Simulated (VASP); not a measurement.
# Li4Nb4O11 (a cell with a defect) in VASP: a series of runs

The runs below take Li4Nb4O11 (a cell with a defect) through single point, with PBE.

Everything below comes from runs of VASP 6.6.1. Logs are shortened: lines on timing, memory, paths and dates and some standing lists are left out, and cuts for length are marked.

## Step 1: The cell of the first run

The cell holds a defect, 19 atoms: a = 5.223 Å, b = 5.499 Å, c = 7.584 Å, α = 94.07°, β = 90.00°, γ = 90.00°.

## Step 2: Single point, PBE

The input, INCAR:

```
ALGO = Normal
EDIFF = 1E-6
ENCUT = 520
GGA = PE
ISIF = 2
ISMEAR = 0
LASPH = T
LCHARG = F
LREAL = Auto
LWAVE = F
NBANDS = 80
NELECT = 128.0
NELM = 100
PREC = Accurate
SIGMA = 0.05
```

The input, KPOINTS:

```
k-points
0
Gamma
  4 4 4
```

The input, POSCAR:

```
Li4Nb4O11
1.0
    5.2231019317      0.0000000000      0.0000000000
    0.0000000000      3.0155593063     -4.5984613597
    0.0000000000      6.0311186126      4.5984613597
Li Nb O
4 4 11
Direct
    0.0000000000      0.5000000000      0.2500000000
    0.5000000000      0.0000000000      0.7500000000
    0.0000000000      0.5000000000      0.7500000000
    0.5000000000      0.0000000000      0.2500000000
    0.5000000000      0.5000000000      0.5000000000
    0.0000000000      0.0000000000      0.0000000000
    0.0000000000      0.0000000000      0.5000000000
    0.5000000000      0.5000000000      0.0000000000
    0.8803293659      0.0000000000      0.2500000000
    0.3803293659      0.5000000000      0.7500000000
    0.8098353170      0.6901646830      0.9401646830
    0.8098353170      0.3098353170      0.5598353170
    0.3098353170      0.8098353170      0.0598353170
    0.1196706341      0.0000000000      0.7500000000
    0.6196706341      0.5000000000      0.2500000000
    0.6901646830      0.8098353170      0.5598353170
    0.1901646830      0.3098353170      0.0598353170
    0.1425344464      0.6347192216      0.4401646830
    0.6901646830      0.1901646830      0.9401646830
```

Potentials or basis: VASP PAW PBE potentials, release 64 (Li_sv, Nb_sv, O).

Command:

```bash
cat potpaw_PBE.64/Li_sv/POTCAR potpaw_PBE.64/Nb_sv/POTCAR potpaw_PBE.64/O/POTCAR > POTCAR
mpirun -np 1 vasp_std > vasp.out
```

OUTCAR:

```text
EDIFF = 1E-6
   ENCUT = 520
   GGA = PE
   ISIF = 2
   ISMEAR = 0
   LASPH = T
   LREAL = Auto
   NELECT = 128.0
   NELM = 100
   PREC = Accurate

 ion  position               nearest neighbor table
   1  0.000  0.500  0.250-  18 1.74  15 1.99  17 1.99
   2  0.500  0.000  0.750-  14 1.99  16 1.99  19 1.99
   3  0.000  0.500  0.750-  10 1.99  11 1.99  12 1.99
   4  0.500  0.000  0.250-   9 1.99  13 1.99
   5  0.500  0.500  0.500-  12 2.00  16 2.00  15 2.00  10 2.00  18 2.07
   6  0.000  0.000  0.000-  13 2.00  19 2.00  17 2.00  11 2.00   9 2.00  14 2.00
   7  0.000  0.000  0.500-  16 2.00  12 2.00  14 2.00   9 2.00  18 2.16
   8  0.500  0.500  0.000-  11 2.00  17 2.00  13 2.00  19 2.00  10 2.00  15 2.00
   9  0.880  0.000  0.250-   4 1.99   6 2.00   7 2.00
  10  0.380  0.500  0.750-   3 1.99   5 2.00   8 2.00
  11  0.810  0.690  0.940-   3 1.99   8 2.00   6 2.00
  12  0.810  0.310  0.560-   3 1.99   5 2.00   7 2.00
  13  0.310  0.810  0.060-   4 1.99   6 2.00   8 2.00
  14  0.120  0.000  0.750-   2 1.99   6 2.00   7 2.00
  15  0.620  0.500  0.250-   1 1.99   5 2.00   8 2.00
  16  0.690  0.810  0.560-   2 1.99   7 2.00   5 2.00
  17  0.190  0.310  0.060-   1 1.99   8 2.00   6 2.00
  18  0.143  0.635  0.440-   1 1.74   5 2.07   7 2.16
  19  0.690  0.190  0.940-   2 1.99   6 2.00   8 2.00

  LATTYP: Found a simple monoclinic cell.
 ALAT       =     5.4990403532
 B/A-ratio  =     0.9498206225
 C/A-ratio  =     1.3791878824
 COS(beta)  =    -0.0709408676

  Lattice vectors:

 A1 = (   0.0000000000,   3.0155593063,  -4.5984613597)
 A2 = (  -5.2231019317,   0.0000000000,   0.0000000000)
 A3 = (   0.0000000000,   6.0311186126,   4.5984613597)

Analysis of symmetry for initial positions (statically):
=====================================================================
 Subroutine PRICEL returns:
 Original cell was already a primitive cell.

 Routine SETGRP: Setting up the symmetry group for a
 simple monoclinic supercell.

 Subroutine GETGRP returns: Found  1 space group operations
 (whereof  1 operations were pure point group operations)
 out of a pool of  4 trial point group operations.

The static configuration has the point symmetry C_1 .

Analysis of symmetry for dynamics (positions and initial velocities):
=====================================================================
 Subroutine PRICEL returns:
 Original cell was already a primitive cell.

 Routine SETGRP: Setting up the symmetry group for a
 simple monoclinic supercell.

 Subroutine GETGRP returns: Found  1 space group operations
 (whereof  1 operations were pure point group operations)
 out of a pool of  4 trial point group operations.

The dynamic configuration has the point symmetry C_1 .

 Subroutine INISYM returns: Found  1 space group operations
 (whereof  1 operations are pure point group operations),
 and found     1 'primitive' translations

----------------------------------------------------------------------------------------

                                     Primitive cell

  volume of cell :     217.2852

  direct lattice vectors                    reciprocal lattice vectors
     5.223101932  0.000000000  0.000000000     0.191457110  0.000000000  0.000000000
     0.000000000  3.015559306 -4.598461360     0.000000000  0.110537814 -0.144976029
     0.000000000  6.031118613  4.598461360     0.000000000  0.110537814  0.072488014

  length of vectors
     5.223101932  5.499040353  7.584209820     0.191457110  0.182309235  0.132185932

  position of ions in fractional coordinates (direct lattice)
     0.000000000  0.500000000  0.250000000
     0.500000000  1.000000000  0.750000000
     0.000000000  0.500000000  0.750000000
     0.500000000  1.000000000  0.250000000
     0.500000000  0.500000000  0.500000000
     0.000000000  0.000000000  0.000000000
[... 11 lines left out ...]
     0.142534446  0.634719222  0.440164683
     0.690164683  0.190164683  0.940164683

  ion indices of the primitive-cell ions
   primitive index   ion index
                 1           1
                 2           2
                 3           3
                 4           4
                 5           5
                 6           6
[... 11 lines left out ...]
                18          18
                19          19

----------------------------------------------------------------------------------------

 KPOINTS: k-points

Automatic generation of k-mesh.
 Grid dimensions read from file:
 generate k-points for:    4    4    4

 Generating k-lattice:

  Cartesian coordinates                     Fractional coordinates (reciprocal lattice)
     0.047864277  0.000000000  0.000000000     0.250000000  0.000000000  0.000000000
     0.000000000  0.027634453 -0.036244007     0.000000000  0.250000000 -0.000000000
     0.000000000  0.027634453  0.018122004     0.000000000 -0.000000000  0.250000000

  Length of vectors
     0.047864277  0.045577309  0.033046483

[... 50 lines left out ...]
   NUPDOWN=      -1.0000    fix difference up-down
   EMIN   =  10.00;   EMAX   =-10.00  energy-range for DOS
   EFERMI =   0.00;   METHOD = LEGACY
   ISMEAR =     0;   SIGMA  =   0.05  broadening in eV -4-tet -1-fermi 0-gaus
   EFERMI_NEDOS =   21; number of points for ismear=-14 and -15
   IALGO  =     38    algorithm
   IMIX   =      4    mixing-type and parameters
     AMIX     =   0.40;   BMIX     =  1.00
     AMIX_MAG =   1.60;   BMIX_MAG =  1.00
  volume/ion in A,a.u.               =      11.44        77.17
  Fermi-wavevector in a.u.,A,eV,Ry     =   1.372360  2.593385 25.624837  1.883372
  Thomas-Fermi vector in A             =   2.497974
   LORBIT       =      0    0 simple, 1 ext, 2 COOP (PROOUT), +10 PAW based schemes
   GGA     = PE    functional components
   LHFCALC =     F    Hartree Fock is set to
   AEXX    =    0.0000 exact exchange contribution
   IVDW    =     0    specifies the selected vdW correction
   LEPSILON=     F    determine dielectric tensor
   LRPA    =     F    only Hartree local field effects (RPA)
 non-spin polarized calculation
 Gauss-broadening in eV      SIGMA  =   0.05
  energy-cutoff  :      520.00
  volume of cell :      217.29
 maximum number of plane-waves:      5888
 NGX is ok and might be reduce to    40
   NGX = 19   NGY = 21   NGZ = 29

 number of electron     127.9999973 magnetization

 Free energy of the ion-electron system (eV)
  ---------------------------------------------------
  ext. energy  EPLUGINS =         0.00000000
  ---------------------------------------------------
  free energy    TOTEN  =      -158.65386600 eV

  energy without entropy =     -158.65386600  energy(sigma->0) =     -158.65386600

 E-fermi :   4.1362     XC(G=0): -10.3275

 val. band max:        3.8882800747   @ k =   0.2500   0.0000   0.5000
 cond. band min:       4.3910096182   @ k =   0.0000   0.0000   0.5000
 fundamental gap:      0.5027295435
 Fermi energy:         4.1362184614

 k-point     1 :       0.0000    0.0000    0.0000
  band No.  band energies     occupation
      1     -52.1749      2.00000
      2     -51.9114      2.00000
      3     -50.6918      2.00000
      4     -50.6469      2.00000
      5     -40.2678      2.00000
      6     -39.1481      2.00000
[... 68 lines left out ...]
     75       8.3634      0.00000
     76       8.4538      0.00000

 k-point     2 :       0.2500    0.0000    0.0000
  band No.  band energies     occupation
      1     -52.1749      2.00000
      2     -51.9114      2.00000
      3     -50.6916      2.00000
      4     -50.6471      2.00000
      5     -40.2678      2.00000
      6     -39.1481      2.00000
[... 68 lines left out ...]
     75       8.2824      0.00000
     76       8.4300      0.00000

 k-point     3 :       0.5000    0.0000    0.0000
  band No.  band energies     occupation
      1     -52.1748      2.00000
      2     -51.9115      2.00000
      3     -50.6914      2.00000
      4     -50.6474      2.00000
      5     -40.2678      2.00000
      6     -39.1481      2.00000
[... 1648 lines left out ...]
     75       8.3603      0.00000
     76       8.4602      0.00000

 k-point    24 :       0.2500   -0.2500    0.2500
  band No.  band energies     occupation
      1     -52.1749      2.00000
      2     -51.9115      2.00000
      3     -50.6915      2.00000
      4     -50.6472      2.00000
      5     -40.2678      2.00000
      6     -39.1481      2.00000
[... 68 lines left out ...]
     75       8.2457      0.00000
     76       8.4301      0.00000

 [... further k-points ...]

 [bands above 76 left out]

------------------------ aborting loop because EDIFF is reached ----------------------------------------

  FORCE on cell =-STRESS in cart. coord.  units (eV):
  Direction    XX          YY          ZZ          XY          YZ          ZX
  --------------------------------------------------------------------------------------
  -------------------------------------------------------------------------------------
  Total      -24.8583458    -23.7830476    -25.9731665      0.8556773      1.4641222     -2.2418248
  in kB     -183.2958519   -175.3670171   -191.5161094      6.3094346     10.7958724    -16.5303511
  external PRESSURE =    -183.3929928 kB  Pullay stress =       0.0000000 kB

 VOLUME and BASIS-vectors are now :
 -----------------------------------------------------------------------------
  energy-cutoff  :      520.00
  volume of cell :      217.29
      direct lattice vectors                 reciprocal lattice vectors
     5.223101932  0.000000000  0.000000000     0.191457110  0.000000000  0.000000000
     0.000000000  3.015559306 -4.598461360     0.000000000  0.110537814 -0.144976029
     0.000000000  6.031118613  4.598461360     0.000000000  0.110537814  0.072488014

 POSITION                                       TOTAL-FORCE (eV/Angst)
 -----------------------------------------------------------------------------------
      0.00000      3.01556     -1.14962        -0.599271     -1.217427     -0.626173
      2.61155      4.52334      3.44885         0.211791      0.642653      0.576387
      0.00000      6.03112      1.14962        -0.011140      0.387043      0.121003
      2.61155      1.50778      1.14962         0.561922     -1.286959     -0.393694
      2.61155      4.52334      0.00000         1.270719      2.889572     -3.068672
      0.00000      0.00000      0.00000        -0.171600     -0.120486     -0.024526
[... 11 lines left out ...]
      0.74447      4.56872     -0.89465         2.452788      1.790233     -0.433784
      3.60480      6.24370      3.44885         0.124439      0.093774      0.013788
 -----------------------------------------------------------------------------------
    total drift:                                0.001352      0.003723     -0.006259

  FREE ENERGIE OF THE ION-ELECTRON SYSTEM (eV)
  ---------------------------------------------------
  free  energy   TOTEN  =      -158.6538659951 eV

  energy  without entropy=     -158.6538659951  energy(sigma->0) =     -158.65386600
```

It took 32 min on 1 thread of Intel Xeon 8259CL, shared host; peak memory 0.54 GiB.

What came out:

| Property | Result |
| --- | --- |
| Free energy | -158.6539 eV |
| Largest force | 4.950 eV/Å |

Forces on the atoms (eV/Å):
```
Li  -0.599 -1.217 -0.626
Li   0.212  0.643  0.576
Li  -0.011  0.387  0.121
Li   0.562 -1.287 -0.394
Nb   1.271  2.890 -3.069
Nb  -0.172 -0.120 -0.025
Nb  -3.749 -0.905  3.103
Nb   0.149 -0.192 -0.122
O    0.916  1.969  1.049
O    0.189 -2.011 -0.822
O   -0.097  0.145 -0.142
O   -0.315 -1.320  0.739
O   -0.019  0.201  0.047
O    0.301 -2.125 -1.884
O   -0.812  1.404  1.810
O   -0.515 -0.359 -0.259
O    0.112  0.013  0.316
O    2.453  1.790 -0.434
O    0.124  0.094  0.014
```

Caveat: the cell carries a net charge on a neutralising background, which shifts energy and pressure; the cell differs from its parent crystal (atoms taken out, atom 18 moved -0.125 of the way to it and -0.175 Å across, host rigid); the cell is charged against a uniform background, so pressure and absolute levels hang on convention; the cutoff is under 1.25 times the usual one of these potentials, so pressure, stress and relaxed cells hold a basis-set (Pulay) error.

## Step 3: Single point, PBE

The input, INCAR:

```
SYSTEM = Li4Nb4O11
PREC = Accurate ; ENCUT = 520
EDIFF = 1E-6 ; ISMEAR = 0
SIGMA = 0.05 ; LREAL = Auto
LASPH = .True. ; NELM = 80
ALGO = Normal ; ISIF = 2
LWAVE = .False. ; LCHARG = .True.
GGA = PE ; LELF = .True.
LVHAR = .True. ; NBANDS = 80
NELECT = 128.0
```

The input, KPOINTS:

```
Automatic mesh
0
Gamma
  4 4 4
  0 0 0
```

Edit POSCAR of step 2 so:

```diff
@@ -25,3 +25,3 @@
     0.1901646830      0.3098353170      0.0598353170
-    0.1425344464      0.6347192216      0.4401646830
+    0.2854251560      0.8010556056      0.4401646830
     0.6901646830      0.1901646830      0.9401646830
```

Potentials or basis: VASP PAW PBE potentials, release 64 (Li_sv, Nb_sv, O).

Command:

```bash
cat potpaw_PBE.64/Li_sv/POTCAR potpaw_PBE.64/Nb_sv/POTCAR potpaw_PBE.64/O/POTCAR > POTCAR
mpirun -np 1 vasp_std > vasp.out
```

Wall time 30 min (1 thread of Intel Xeon 8259CL, shared host); peak memory 0.53 GiB.

It converged, with:

| Property | Result |
| --- | --- |
| Free energy | -158.7842 eV |
| Largest force | 5.279 eV/Å |

Forces on the atoms (eV/Å):
```
Li  -0.355 -0.641 -0.738
Li   0.050  0.462  0.527
Li  -0.223  0.640  0.410
Li   0.226 -1.046  0.013
Nb   3.415  2.990 -2.695
Nb  -0.108 -0.507 -0.083
Nb  -3.418 -0.058  2.543
Nb   0.357  0.075 -0.131
O    0.570  1.547  0.895
O   -0.285 -2.735 -1.418
O   -0.232  0.061  0.044
O   -0.403  0.018 -1.331
O    0.007 -0.142  0.164
O   -0.111 -1.012 -1.281
O   -0.767  1.289  2.074
O    2.146 -0.408  0.526
O    0.105  0.445  0.243
O   -0.922 -1.165  0.413
O   -0.053  0.187 -0.177
```

Levels at points of the mesh, in eV from the Fermi level:
```tsv
k point	band 60	band 61	band 62	band 63	band 64	band 65	band 66	band 67	band 68	band 69
(0.00, 0.00, 0.00)	-0.98	-0.82	-0.46	-0.40	-0.33	0.58	1.46	1.52	1.86	2.16
(0.50, 0.00, 0.00)	-1.26	-1.01	-0.85	-0.41	-0.32	0.53	1.51	1.83	2.16	2.53
(0.00, 0.50, 0.00)	-1.23	-1.07	-0.86	-0.44	-0.38	1.16	1.33	1.65	2.30	2.50
(0.50, 0.50, 0.00)	-1.05	-1.02	-0.96	-0.84	-0.80	0.88	1.27	1.51	1.65	2.25
(0.00, 0.00, 0.50)	-0.97	-0.90	-0.44	-0.36	-0.27	0.49	1.59	2.05	2.40	2.45
(0.50, 0.00, 0.50)	-0.85	-0.78	-0.62	-0.41	-0.32	0.47	1.78	1.99	2.40	2.61
(0.00, 0.50, 0.50)	-0.91	-0.85	-0.64	-0.43	-0.38	1.16	1.34	2.01	2.43	2.76
(0.50, 0.50, 0.50)	-1.15	-0.97	-0.97	-0.93	-0.78	0.85	1.30	2.10	2.25	2.63
```

Caveat: the cell carries a net charge on a neutralising background, which shifts energy and pressure; the cell differs from its parent crystal (atoms taken out, atom 18 moved 0.250 of the way to it and +0.350 Å across, host rigid); the cell is charged against a uniform background, so pressure and absolute levels hang on convention; the cutoff is under 1.25 times the usual one of these potentials, so pressure, stress and relaxed cells hold a basis-set (Pulay) error.

## Step 4: Single point, PBE

The input, INCAR:

```
SYSTEM = Li4Nb4O11
PREC = Accurate
ENCUT = 520
EDIFF = 1E-7
ISMEAR = 0
SIGMA = 0.05
LREAL = Auto
LASPH = .TRUE.
NELM = 60
ALGO = Normal
ISIF = 2
LWAVE = .FALSE.
LCHARG = .FALSE.
GGA = PE
NBANDS = 80
NELECT = 128.0
```

The input, KPOINTS:

```
regular mesh
0
G
  4 4 4
  0 0 0
```

Edit POSCAR of step 3 so:

```diff
@@ -25,3 +25,3 @@
     0.1901646830      0.3098353170      0.0598353170
-    0.2854251560      0.8010556056      0.4401646830
+    0.2228360902      0.6831101443      0.4401646830
     0.6901646830      0.1901646830      0.9401646830
```

Command:

```bash
cat potpaw_PBE.64/Li_sv/POTCAR potpaw_PBE.64/Nb_sv/POTCAR potpaw_PBE.64/O/POTCAR > POTCAR
mpirun -np 1 vasp_std > vasp.out
```

It took 39 min on 1 thread of Intel Xeon 8259CL, shared host; peak memory 0.54 GiB.

The run converged. Its results:

```yaml
Free_energy: -159.0097 eV
Largest_force: 5.042 eV/Å
```

Forces on the atoms (eV/Å):
```
Li  -0.183 -0.405 -0.535
Li   0.199  0.613  0.576
Li  -0.074  0.483  0.272
Li   0.490 -1.266 -0.265
Nb   3.040  2.431 -1.756
Nb  -0.171 -0.312 -0.102
Nb  -4.298 -0.009  2.637
Nb   0.268 -0.080 -0.097
O    0.935  1.904  1.220
O   -0.003 -1.973 -0.651
O   -0.086  0.154 -0.138
O    1.107 -1.275  0.714
O   -0.064  0.170  0.038
O    0.244 -2.008 -1.775
O   -0.337  0.893  1.712
O    1.127 -0.166 -0.527
O    0.041  0.163  0.354
O   -2.391  0.612 -1.733
O    0.154  0.073  0.054
```

Levels at points of the mesh, in eV from the Fermi level:
```
           k point  band 61  band 62  band 63  band 64  band 65  band 66  band 67  band 68
(0.00, 0.00, 0.00)    -0.92    -0.44    -0.39    -0.31     0.26     1.00     1.56     1.75
(0.50, 0.00, 0.00)    -0.97    -0.85    -0.38    -0.30     1.31     1.57     1.73     2.16
(0.00, 0.50, 0.00)    -0.99    -0.93    -0.40    -0.37     1.25     1.60     1.75     2.24
(0.50, 0.50, 0.00)    -1.00    -0.93    -0.82    -0.81     0.59     1.27     1.56     1.66
(0.00, 0.00, 0.50)    -0.91    -0.42    -0.35    -0.26     0.21     1.00     2.15     2.39
(0.50, 0.00, 0.50)    -0.75    -0.68    -0.38    -0.30     1.17     1.68     2.02     2.39
(0.00, 0.50, 0.50)    -0.77    -0.76    -0.40    -0.36     1.11     1.65     2.09     2.48
(0.50, 0.50, 0.50)    -0.97    -0.93    -0.90    -0.80     0.60     1.26     2.18     2.29
```

Caveat: the cell carries a net charge on a neutralising background, which shifts energy and pressure; the cell differs from its parent crystal (atoms taken out, atom 18 moved 0.000 of the way to it and +0.175 Å across, host rigid); the cell is charged against a uniform background, so pressure and absolute levels hang on convention; the cutoff is under 1.25 times the usual one of these potentials, so pressure, stress and relaxed cells hold a basis-set (Pulay) error.
